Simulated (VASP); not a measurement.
# ZnO (P6_3/mmc) in VASP: settings compared, part 2 of 2

VASP 6.6.1. Earlier steps stand in the parts before.

## (6) Relaxation of cell and atoms, r2SCAN

This run uses another cell than the first one, of 10.29 Å³/atom.

Contents of POSCAR:

```
ZnO
1.0
    3.0251896613      0.0000000000      0.0000000000
   -1.5125948307      2.6198910980      0.0000000000
    0.0000000000      0.0000000000      5.1920976491
Zn O
2 2
Direct
    0.0000000000      0.0000000000      0.0000000000
    0.0000000000      0.0000000000      0.5000000000
    0.3333333333      0.6666666667      0.2500000000
    0.6666666667      0.3333333333      0.7500000000
```

Contents of INCAR.step1:

```
SYSTEM = ZnO
PREC = Accurate
ENCUT = 600
ISMEAR = -1
SIGMA = 0.02
LREAL = .FALSE.
LASPH = .TRUE.
NELM = 60
GGA = PE
ALGO = Normal
EDIFF = 1E-4
LWAVE = .TRUE.
LCHARG = .FALSE.
```

Contents of INCAR.step2:

```
SYSTEM = ZnO
PREC = Accurate
ENCUT = 600
EDIFF = 1E-6
ISMEAR = -1
SIGMA = 0.02
LREAL = .FALSE.
LASPH = .TRUE.
NELM = 60
ALGO = Normal
ISIF = 3
LWAVE = .FALSE.
LCHARG = .FALSE.
METAGGA = R2SCAN
LMIXTAU = .TRUE.
IBRION = 2
NSW = 80
EDIFFG = -0.005
ISTART = 1
```

Contents of KPOINTS:

```
Automatic mesh
0
G
  12 12 4
  0 0 0
```

Potentials or basis: VASP PAW PBE potentials, release 64 (Zn, O).

Launch:

```
$ cat potpaw_PBE.64/Zn/POTCAR potpaw_PBE.64/O/POTCAR > POTCAR
$ cp INCAR.step1 INCAR
$ mpirun -np 1 vasp_std > vasp.out
$ cp INCAR.step2 INCAR
$ mpirun -np 1 vasp_std > vasp.out
```

OUTCAR:

```text
SYSTEM = ZnO
   PREC = Accurate
   ENCUT = 600
   EDIFF = 1E-6
   ISMEAR = -1
   LREAL = .FALSE.
   LASPH = .TRUE.
   NELM = 60
   ISIF = 3
   METAGGA = R2SCAN
   IBRION = 2
   NSW = 80
   EDIFFG = -0.005
   ISTART = 1

 ion  position               nearest neighbor table
   1  0.000  0.000  0.000-   3 2.18   4 2.18   4 2.18   3 2.18   4 2.18   3 2.18   2 2.60   2 2.60

   2  0.000  0.000  0.500-   3 2.18   4 2.18   4 2.18   3 2.18   4 2.18   3 2.18   1 2.60   1 2.60

   3  0.333  0.667  0.250-   1 2.18   2 2.18   1 2.18   2 2.18   1 2.18   2 2.18
   4  0.667  0.333  0.750-   1 2.18   2 2.18   1 2.18   2 2.18   1 2.18   2 2.18

  LATTYP: Found a hexagonal cell.
 ALAT       =     3.0251896613
 C/A-ratio  =     1.7162883093

  Lattice vectors:

 A1 = (   3.0251896613,   0.0000000000,   0.0000000000)
 A2 = (  -1.5125948307,   2.6198910980,   0.0000000000)
 A3 = (   0.0000000000,   0.0000000000,   5.1920976491)

Analysis of symmetry for initial positions (statically):
=====================================================================
 Subroutine PRICEL returns:
 Original cell was already a primitive cell.

 Routine SETGRP: Setting up the symmetry group for a
 hexagonal supercell.

 Subroutine GETGRP returns: Found 24 space group operations
 (whereof 12 operations were pure point group operations)
 out of a pool of 24 trial point group operations.

The static configuration has the point symmetry D_3d.
 The point group associated with its full space group is D_6h.

Analysis of symmetry for dynamics (positions and initial velocities):
=====================================================================
 Subroutine PRICEL returns:
 Original cell was already a primitive cell.

 Routine SETGRP: Setting up the symmetry group for a
 hexagonal supercell.
[... 127 lines left out ...]
   IALGO  =     38    algorithm
   IMIX   =      4    mixing-type and parameters
     AMIX     =   0.40;   BMIX     =  1.00
     AMIX_MAG =   1.60;   BMIX_MAG =  1.00
  volume/ion in A,a.u.               =      10.29        69.42
  Fermi-wavevector in a.u.,A,eV,Ry     =   1.565727  2.958795 33.354705  2.451502
  Thomas-Fermi vector in A             =   2.668160
   LORBIT       =      0    0 simple, 1 ext, 2 COOP (PROOUT), +10 PAW based schemes
   METAGGA = R2SCAN    functional components
   LHFCALC =     F    Hartree Fock is set to
   AEXX    =    0.0000 exact exchange contribution
   IVDW    =     0    specifies the selected vdW correction
   LEPSILON=     F    determine dielectric tensor
   LRPA    =     F    only Hartree local field effects (RPA)
 conjugate gradient relaxation of ions
 non-spin polarized calculation
  energy-cutoff  :      600.00
  volume of cell :       41.15
 maximum number of plane-waves:      1404
   NGX = 13   NGY = 13   NGZ = 21

--------------------------------------- Ionic step        1  -------------------------------------------

 number of electron      36.0000030 magnetization

 Free energy of the ion-electron system (eV)
  ---------------------------------------------------
  ext. energy  EPLUGINS =         0.00000000
  ---------------------------------------------------
  free energy    TOTEN  =       -35.50653637 eV

  energy without entropy =      -35.50653637  energy(sigma->0) =      -35.50653637

------------------------ aborting loop because EDIFF is reached ----------------------------------------

  FORCE on cell =-STRESS in cart. coord.  units (eV):
  Direction    XX          YY          ZZ          XY          YZ          ZX
  --------------------------------------------------------------------------------------
  -------------------------------------------------------------------------------------
  Total       -1.7171840     -1.7171840     -1.7457182      0.0000000      0.0000000      0.0000000
  in kB      -66.8572813    -66.8572813    -67.9682404      0.0000000      0.0000000      0.0000000
  external PRESSURE =     -67.2276010 kB  Pullay stress =       0.0000000 kB
[... 291 lines left out ...]
--------------------------------------- Ionic step        9  -------------------------------------------

 number of electron      35.9999965 magnetization

 Free energy of the ion-electron system (eV)
  ---------------------------------------------------
  ext. energy  EPLUGINS =         0.00000000
  ---------------------------------------------------
  free energy    TOTEN  =       -35.54435338 eV

  energy without entropy =      -35.54435338  energy(sigma->0) =      -35.54435338

 E-fermi :   2.6775     XC(G=0): -13.0048

 val. band max:        2.2666546517   @ k =   0.0000   0.0000   0.0000
 cond. band min:       3.5810816917   @ k =   0.0000   0.0000   0.0000
 fundamental gap:      1.3144270399
 Fermi energy:         2.6774871914

 k-point     1 :       0.0000    0.0000    0.0000
  band No.  band energies     occupation
      1     -17.1934      2.00000
      2     -16.0410      2.00000
      3      -5.1655      2.00000
      4      -3.6750      2.00000
      5      -3.6750      2.00000
      6      -3.4184      2.00000
[... 589 lines left out ...]
     21      12.3388      0.00000
     22      13.4932      0.00000

 [... further k-points ...]
[... 5 lines left out ...]
  --------------------------------------------------------------------------------------
  -------------------------------------------------------------------------------------
  Total       -0.0110292     -0.0110292     -0.0141000      0.0000000     -0.0000000      0.0000000
  in kB       -0.4470185     -0.4470185     -0.5714774      0.0000000     -0.0000000      0.0000000
  external PRESSURE =      -0.4885048 kB  Pullay stress =       0.0000000 kB
[... 19 lines left out ...]
  FREE ENERGIE OF THE ION-ELECTRON SYSTEM (eV)
  ---------------------------------------------------
  free  energy   TOTEN  =       -35.5443533842 eV

  energy  without entropy=      -35.5443533842  energy(sigma->0) =      -35.54435338

 reached required accuracy - stopping structural energy minimisation
```

OUTCAR.step1:

```text
SYSTEM = ZnO
   PREC = Accurate
   ENCUT = 600
   ISMEAR = -1
   LREAL = .FALSE.
   LASPH = .TRUE.
   NELM = 60
[... 831 lines left out ...]
      0.00000      0.00000      2.59605         0.000000      0.000000     -0.000000
     -0.00000      1.74659      1.29802         0.000000      0.000000     -0.000000
      1.51259      0.87330      3.89407        -0.000000      0.000000      0.000000
 -----------------------------------------------------------------------------------
    total drift:                               -0.000000      0.000000      0.000000

  FREE ENERGIE OF THE ION-ELECTRON SYSTEM (eV)
  ---------------------------------------------------
  free  energy   TOTEN  =       -16.9580568353 eV

  energy  without entropy=      -16.9580568251  energy(sigma->0) =      -16.95805683
```

OSZICAR.step1:

```text
N       E                     dE             d eps       ncg     rms          rms(c)
DAV:   1     0.297748556647E+03    0.29775E+03   -0.21099E+04  2556   0.276E+03
DAV:   2     0.108749364665E+02   -0.28687E+03   -0.27535E+03  2670   0.473E+02
DAV:   3    -0.193305021276E+02   -0.30205E+02   -0.29703E+02  2882   0.156E+02
DAV:   4    -0.199523855072E+02   -0.62188E+00   -0.62084E+00  2826   0.233E+01
DAV:   5    -0.199567572611E+02   -0.43718E-02   -0.43713E-02  2892   0.191E+00    0.127E+01
DAV:   6    -0.168442610611E+02    0.31125E+01   -0.10479E+01  4518   0.787E+01    0.850E+00
DAV:   7    -0.170084031478E+02   -0.16414E+00   -0.27188E+00  2730   0.192E+01    0.500E+00
DAV:   8    -0.170007345014E+02    0.76686E-02   -0.62380E-01  3582   0.839E+00    0.157E+00
DAV:   9    -0.169565934693E+02    0.44141E-01   -0.12540E-01  3942   0.653E+00    0.279E-01
DAV:  10    -0.169580128528E+02   -0.14194E-02   -0.27656E-02  2532   0.126E+00    0.723E-02
DAV:  11    -0.169580568353E+02   -0.43982E-04   -0.51120E-04  2932   0.213E-01
   1 F= -.16958057E+02 E0= -.16958057E+02  d E =-.102220E-07
```

It took 6.6 min on 1 thread of Intel Xeon 6975P-C (Granite Rapids), shared host; peak memory 0.21 GiB.

What came out:

```yaml
Free_energy: -35.5444 eV
Relaxed_volume: 9.88 Å³/atom
Relaxed_cell: a = 2.981 Å, b = 2.981 Å, c = 5.136 Å, α = 90.00°, β = 90.00°, γ = 120.00°
Space_group_after_relaxing_to_0.1_Å: P6_3/mmc (No. 194)
Energy_gained_by_relaxing: 9.5 meV/atom
Ionic_steps: 9
Pressure_after_relaxing: 0.0 GPa
Band_gap_on_the_k_mesh: 1.31 eV
```

Step by step:
```
step  energy change (eV)  largest force (eV/Å)  pressure (GPa)  volume (Å³)
   1              0.0000                0.0000           -6.72        41.15
   2             -0.0265                0.0000            4.61        38.63
   3             -0.0376                0.0000            0.37        39.47
   4             -0.0375                0.0000           -0.08        39.55
   5             -0.0376                0.0000            0.05        39.52
   6             -0.0378                0.0000            0.06        39.51
   7             -0.0379                0.0000            0.06        39.50
   8             -0.0379                0.0000            0.07        39.50
   9             -0.0378                0.0000           -0.05        39.53
```

Final structure:
```
Zn O
1.0
     2.98127    0.00000    0.00000
    -1.49063    2.58185    0.00000
     0.00000    0.00000    5.13569
Zn O
2 2
Direct
  0.00000 0.00000 0.00000
  0.00000 0.00000 0.50000
  0.33333 0.66667 0.25000
  0.66667 0.33333 0.75000
```

Caveat: the PAW data sets were made with another functional, which shifts forces and pressure a little.

## (7) Overview

```tsv
task	level	potentials or basis	cell	k mesh	cutoff (eV)	smearing	gap on the mesh (eV)	pressure (GPa)
single point	r2SCAN	VASP PAW PBE potentials, release 64 (Zn, O_h)	a = 2.977, b = 2.977, c = 5.126 Å, angles 90.0, 90.0, 120.0°, 4 atoms	12 × 12 × 4	910	fermi-dirac 0.02 eV	1.34	1.0
single point	r2SCAN	VASP PAW PBE potentials, release 64 (Zn, O_h)	a = 2.977, b = 2.977, c = 5.126 Å, angles 90.0, 90.0, 120.0°, 4 atoms	12 × 12 × 6	910	gaussian 0.01 eV	1.34	1.0
single point	PBE	VASP PAW PBE potentials, release 64 (Zn, O_h)	a = 2.977, b = 2.977, c = 5.126 Å, angles 90.0, 90.0, 120.0°, 4 atoms	12 × 12 × 6	910	fermi-dirac 0.02 eV	0.73	8.8
single point	LDA	VASP PAW LDA potentials, release 64 (Zn, O_h)	a = 2.943, b = 2.943, c = 5.052 Å, angles 90.0, 90.0, 120.0°, 4 atoms	12 × 12 × 4	910	fermi-dirac 0.02 eV	0.92	1.3
relaxation of cell and atoms	r2SCAN	VASP PAW PBE potentials, release 64 (Zn, O)	relaxed from a = 3.025, b = 3.025, c = 5.192 Å, angles 90.0, 90.0, 120.0°, 4 atoms	12 × 12 × 4	600	fermi-dirac 0.02 eV	1.31	0.0
```

Alike in all rows: no spin polarisation.

Caveats: the cutoff is under 1.25 times the usual one of these potentials, so pressure, stress and relaxed cells hold a basis-set (Pulay) error (at least some runs); the PAW data sets were made with another functional, which shifts forces and pressure a little (at least some runs); the cell stands under pressure (at least some runs).

Absolute energies hang on the potentials; compare differences alone.
